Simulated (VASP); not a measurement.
Crystal: NaI.

```
Na I
1.0
     4.14195    0.00000    0.00000
     0.00000    4.14195    0.00000
     0.00000    0.00000    4.14195
Na I
1 1
Direct
  0.00000 0.00000 0.00000
  0.50000 0.50000 0.50000
```

This cell differs from its parent crystal: strain +2.5%.

Base run:

```yaml
Program: VASP 6.6.1
Functional: r2SCAN
Potentials_or_basis: VASP PAW PBE potentials, release 64 (Na_pv, I)
Cutoff: 520 eV
k_mesh: 6 × 6 × 6
Occupations: gaussian, width 0.01 eV
Spin: no spin polarisation
```

Its results: band gap on the k mesh 2.95 eV (least direct gap 3.50 eV); pressure -1.1 GPa.

Q: The run is repeated on the same cell with these changes: functional from r2SCAN to PBE; occupations from gaussian, width 0.01 eV to fermi-dirac, width 0.02 eV. What comes out?

A: Band gap on the k mesh 2.20 eV (least direct gap 2.76 eV); pressure -0.8 GPa.

Caveats: spin-orbit coupling is left out, which moves the levels of the heavy elements; the PAW data sets were made with another functional, which shifts forces and pressure a little (at least some runs).

A k mesh can miss the band edges.
